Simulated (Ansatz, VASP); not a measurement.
# Two plane-wave programs on SiNi2

```
Si Ni
1.0
     3.98452    0.00000    0.00000
    -1.99226    3.45069    0.00000
     0.00000    0.00000    4.99074
Si Ni
2 4
Cartesian
  0.0000 2.3005 3.7431
  1.9923 1.1502 1.2477
  0.0000 0.0000 0.0000
  0.0000 0.0000 2.4954
  0.0000 2.3005 1.2477
  1.9923 1.1502 3.7431
```

Change from the starting cell: strain +0.030 along x and y, +0.015 along z, atoms carried along.

Alike in both runs: task single point; functional PBEsol; k mesh 12 × 12 × 10; occupations gaussian, width 0.15 eV; no spin polarisation.

|  | VASP | Ansatz |
| --- | --- | --- |
| version | VASP 6.6.1 | Ansatz 0.2.0 |
| potentials or method | VASP PAW PBE potentials, release 64 (Si, Ni), cutoff 520 eV | scalar-relativistic, plane waves, PAW |
| valence electrons in the cell | 48 | 80 |

Ansatz gave:

| Quantity | Value |
| --- | --- |
| gap on the k mesh at the Fermi level (eV) | none |
| pressure (GPa) | -14.5 |
| traceless stress, the component that is largest in VASP (GPa) | 3.63 |

Task: Which values does VASP return?

Result: gap on the k mesh at the Fermi level (eV): none; pressure (GPa): -14.1; traceless stress, the component that is largest in VASP (GPa): 3.50.

VASP's potentials were made for PBE, not for PBEsol. A gap of «none» marks a metal or a gap that the smearing closes. VASP's potentials hold 48 valence electrons a cell and Ansatz's 80, so a difference there can come from the potentials and not from the codes.
